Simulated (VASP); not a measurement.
# C (Cmme) in VASP: further runs

C is run at these levels: PBEsol; tasks: single point.

Program: VASP 6.6.1. These are calculated values, not measurements. Logs are shortened: lines on timing, memory, paths and dates and some standing lists are left out, and cuts for length are marked.

## Step 1: The cell of the first run

The typed cell holds 4 atoms: a = 2.516 Å, b = 2.516 Å, c = 7.378 Å, α = 90.00°, β = 90.00°, γ = 119.99°.

## Step 2: Single point, PBEsol (normal strain along x +0.0233, normal strain along y +0.0233)

INCAR

```
PREC = Accurate
ENCUT = 520
EDIFF = 1E-7
ISMEAR = 0
SIGMA = 0.15
LREAL = F
LASPH = T
NELM = 100
ALGO = Normal
ISIF = 2
LWAVE = F
LCHARG = T
GGA = PS
LELF = T
LVHAR = T
NBANDS = 16
```

KPOINTS

```
Automatic mesh
0
Gamma
  18 18 6
```

POSCAR

```
C
1.0
    1.2581213773     -2.1786926318      0.0000000000
    1.2581213773      2.1786926318      0.0000000000
    0.0000000000      0.0000000000      7.3778182888
C
4
Direct
    0.0833216498      0.9166783502      0.7498439858
    0.5833216498      0.4166783502      0.2501560142
    0.9166783502      0.0833216498      0.2501560142
    0.4166783502      0.5833216498      0.7498439858
```

Potentials or basis: VASP PAW PBE potentials, release 64 (C).

Started as:

```
cat potpaw_PBE.64/C/POTCAR > POTCAR
mpirun -np 1 vasp_std > vasp.out
```

OUTCAR:

```text
PREC = Accurate
   ENCUT = 520
   EDIFF = 1E-7
   ISMEAR = 0
   LREAL = F
   LASPH = T
   NELM = 100
   ISIF = 2
   GGA = PS

 ion  position               nearest neighbor table
   1  0.083  0.917  0.750-   4 1.45   4 1.45   4 1.45
   2  0.583  0.417  0.250-   3 1.45   3 1.45   3 1.45
   3  0.917  0.083  0.250-   2 1.45   2 1.45   2 1.45
   4  0.417  0.583  0.750-   1 1.45   1 1.45   1 1.45

  LATTYP: Found a base centered orthorhombic cell.
 ALAT       =     2.5162427546
 B/A-ratio  =     1.7317030543
 C/A-ratio  =     2.9320773106

  Lattice vectors:

 A1 = (   1.2581213773,  -2.1786926318,   0.0000000000)
 A2 = (   1.2581213773,   2.1786926318,   0.0000000000)
 A3 = (   0.0000000000,   0.0000000000,   7.3778182888)

Analysis of symmetry for initial positions (statically):
=====================================================================
 Subroutine PRICEL returns:
 Original cell was already a primitive cell.

 Routine SETGRP: Setting up the symmetry group for a
 base centered orthorhombic supercell.

 Subroutine GETGRP returns: Found  8 space group operations
 (whereof  4 operations were pure point group operations)
 out of a pool of  8 trial point group operations.

The static configuration has the point symmetry C_2h.
 The point group associated with its full space group is D_2h.

Analysis of symmetry for dynamics (positions and initial velocities):
=====================================================================
 Subroutine PRICEL returns:
 Original cell was already a primitive cell.

 Routine SETGRP: Setting up the symmetry group for a
 base centered orthorhombic supercell.

 Subroutine GETGRP returns: Found  8 space group operations
 (whereof  4 operations were pure point group operations)
 out of a pool of  8 trial point group operations.

The dynamic configuration has the point symmetry C_2h.
 The point group associated with its full space group is D_2h.

 Subroutine INISYM returns: Found  8 space group operations
 (whereof  4 operations are pure point group operations),
 and found     1 'primitive' translations

----------------------------------------------------------------------------------------

                                     Primitive cell

  volume of cell :      40.4461

  direct lattice vectors                    reciprocal lattice vectors
     1.258121377 -2.178692632  0.000000000     0.397417935 -0.229495429  0.000000000
[... 92 lines left out ...]
   EDIFFG = 0.1E-05   stopping-criterion for IOM
   NSW    =      0    number of steps for IOM
   IBRION =     -1    ionic relax: 0-MD 1-quasi-New 2-CG
   NFREE  =      0    steps in history (QN), initial steepest desc. (CG)
   ISIF   =      2    stress and relaxation
   ISYM   =      2    0-nonsym 1-usesym 2-fastsym
   POTIM  = 0.5000    time-step for ionic-motion
   TEBEG  =    0.0;   TEEND  =   0.0 temperature during run
   PSTRESS=    0.0 pullay stress
   NELECT =      16.0000    total number of electrons
   NUPDOWN=      -1.0000    fix difference up-down
   EMIN   =  10.00;   EMAX   =-10.00  energy-range for DOS
   EFERMI =   0.00;   METHOD = LEGACY
   ISMEAR =     0;   SIGMA  =   0.15  broadening in eV -4-tet -1-fermi 0-gaus
   EFERMI_NEDOS =   21; number of points for ismear=-14 and -15
   IALGO  =     38    algorithm
   IMIX   =      4    mixing-type and parameters
     AMIX     =   0.40;   BMIX     =  1.00
     AMIX_MAG =   1.60;   BMIX_MAG =  1.00
  volume/ion in A,a.u.               =      10.11        68.24
  Fermi-wavevector in a.u.,A,eV,Ry     =   1.201774  2.271023 19.650349  1.444260
  Thomas-Fermi vector in A             =   2.337573
   LORBIT       =      0    0 simple, 1 ext, 2 COOP (PROOUT), +10 PAW based schemes
   GGA     = PS    functional components
   LHFCALC =     F    Hartree Fock is set to
   AEXX    =    0.0000 exact exchange contribution
   IVDW    =     0    specifies the selected vdW correction
   LEPSILON=     F    determine dielectric tensor
   LRPA    =     F    only Hartree local field effects (RPA)
 non-spin polarized calculation
 Gauss-broadening in eV      SIGMA  =   0.15
  energy-cutoff  :      520.00
  volume of cell :       40.45
 maximum number of plane-waves:      1119
   NGX =  9   NGY =  9   NGZ = 27

 number of electron      16.0000001 magnetization

 Free energy of the ion-electron system (eV)
  ---------------------------------------------------
  ext. energy  EPLUGINS =         0.00000000
  ---------------------------------------------------
  free energy    TOTEN  =       -38.44864169 eV

  energy without entropy =      -38.44766280  energy(sigma->0) =      -38.44815224

 E-fermi :   3.4648     XC(G=0):  -9.7624

 val. band max:        3.4643452723   @ k =   0.3333   0.3333   0.5000
 cond. band min:       3.4668022728   @ k =   0.3333   0.3333   0.5000
 fundamental gap:      0.0024570005
 Fermi energy:         3.4647587740

 k-point     1 :       0.0000    0.0000    0.0000
  band No.  band energies     occupation
      1     -15.5999      2.00000
      2     -15.4524      2.00000
      3      -4.3709      2.00000
      4      -3.1257      2.00000
      5       0.4460      2.00000
      6       0.4542      2.00000
[... 433 lines left out ...]
      3      -3.2775      2.00000
      4      -2.4902      2.00000
      5      -2.4607      2.00000
      6      -2.0893      2.00000
[... 8 lines left out ...]
     15      14.1411      0.00000
     16      14.2173      0.00000

 [... further k-points ...]

------------------------ aborting loop because EDIFF is reached ----------------------------------------

  FORCE on cell =-STRESS in cart. coord.  units (eV):
  Direction    XX          YY          ZZ          XY          YZ          ZX
  --------------------------------------------------------------------------------------
  -------------------------------------------------------------------------------------
  Total       -5.8057533     -5.8124879     -0.0068458      0.0000000      0.0000000      0.0000000
  in kB     -229.9813960   -230.2481702     -0.2711820      0.0000000      0.0000000      0.0000000
  external PRESSURE =    -153.5002494 kB  Pullay stress =       0.0000000 kB

 VOLUME and BASIS-vectors are now :
 -----------------------------------------------------------------------------
  energy-cutoff  :      520.00
  volume of cell :       40.45
      direct lattice vectors                 reciprocal lattice vectors
     1.258121377 -2.178692632  0.000000000     0.397417935 -0.229495429  0.000000000
     1.258121377  2.178692632  0.000000000     0.397417935  0.229495429  0.000000000
     0.000000000  0.000000000  7.377818289     0.000000000  0.000000000  0.135541424

 POSITION                                       TOTAL-FORCE (eV/Angst)
 -----------------------------------------------------------------------------------
      1.25812      1.81563      5.53221         0.000000     -0.000950      0.000139
      1.25812     -0.36306      1.84561         0.000000     -0.000950     -0.000139
      1.25812     -1.81563      1.84561         0.000000      0.000950     -0.000139
      1.25812      0.36306      5.53221         0.000000      0.000950      0.000139
 -----------------------------------------------------------------------------------
    total drift:                                0.000000      0.000000     -0.000000

  FREE ENERGIE OF THE ION-ELECTRON SYSTEM (eV)
  ---------------------------------------------------
  free  energy   TOTEN  =       -38.4486416872 eV

  energy  without entropy=      -38.4476628019  energy(sigma->0) =      -38.44815224
```

Wall time 3.1 min (1 thread of Intel Xeon Platinum 8488C (Sapphire Rapids), shared host); peak memory 0.28 GiB.

Results:

| Quantity | Value |
| --- | --- |
| Free energy | -38.4486 eV |
| Pressure | -15.4 GPa |
| Band gap on the k mesh | zero (filled and empty bands touch) |

Levels at points of the mesh, in eV from the Fermi level:
```
           k point  band 6  band 7  band 8  band 9  band 10  band 11
(0.00, 0.00, 0.00)   -3.01   -3.01   -3.00    3.68     7.89     7.90
(0.50, 0.00, 0.00)   -6.22   -2.28   -2.28    1.70     1.70     6.78
(0.50, 0.50, 0.00)   -6.21   -2.65   -1.80    1.14     2.14     6.67
(0.00, 0.00, 0.50)   -3.01   -3.01   -3.01    5.67     5.68     7.91
(0.50, 0.00, 0.50)   -6.22   -2.25   -2.25    1.60     1.60     6.78
(0.50, 0.50, 0.50)   -6.22   -2.25   -2.24    1.61     1.61     6.77
```

Caveat: the cell differs from its parent crystal (normal strain along x +0.0233, normal strain along y +0.0233); the stress differs along the axes, from -23 to -0 GPa; this functional lacks dispersion, which binds layers or chains, so the pressure and a relaxed spacing across them are unreliable; the PAW data sets were made with another functional, which shifts forces and pressure a little.

## Step 3: Single point, PBEsol (normal strain along x +0.0467, normal strain along y +0.0000)

INCAR

```
SYSTEM = C
  PREC = Accurate
  ENCUT = 520
  EDIFF = 1E-6
  ISMEAR = 0
  SIGMA = 0.15
  LREAL = .False.
  LASPH = .True.
  NELM = 100
  ALGO = Normal
  ISIF = 2
  LWAVE = .False.
  LCHARG = .True.
  GGA = PS
  LELF = .True.
  LVHAR = .True.
  NBANDS = 16
```

KPOINTS

```
Automatic mesh
0
Gamma
  18 18 6
  0 0 0
```

Edit POSCAR of step 2 so:

```diff
@@ -2,4 +2,4 @@
 1.0
-    1.2581213773     -2.1786926318      0.0000000000
-    1.2581213773      2.1786926318      0.0000000000
+    1.2868910834     -2.1290849524      0.0000000000
+    1.2868910834      2.1290849524      0.0000000000
     0.0000000000      0.0000000000      7.3778182888
```

Potentials or basis: VASP PAW PBE potentials, release 64 (C).

Started as:

```
cat potpaw_PBE.64/C/POTCAR > POTCAR
mpirun -np 1 vasp_std > vasp.out
```

Run time: 3.1 min. Hardware: 1 thread of Intel Xeon Platinum 8488C (Sapphire Rapids), shared host; peak memory 0.28 GiB.

The run converged. Its results:

- Free energy: -38.3547 eV
- Pressure: -14.8 GPa
- Largest force: 0.366 eV/Å

Forces on the atoms (eV/Å):
```
C    0.000  0.366  0.000
C    0.000  0.366  0.000
C    0.000 -0.366  0.000
C    0.000 -0.366  0.000
```

Stress tensor (GPa, compression positive):
```
-38.89   0.00   0.00
  0.00  -5.41   0.00
  0.00   0.00  -0.03
```

Caveat: the cell differs from its parent crystal (normal strain along x +0.0467, normal strain along y +0.0000); the stress differs along the axes, from -39 to -0 GPa; this functional lacks dispersion, which binds layers or chains, so the pressure and a relaxed spacing across them are unreliable; the PAW data sets were made with another functional, which shifts forces and pressure a little.
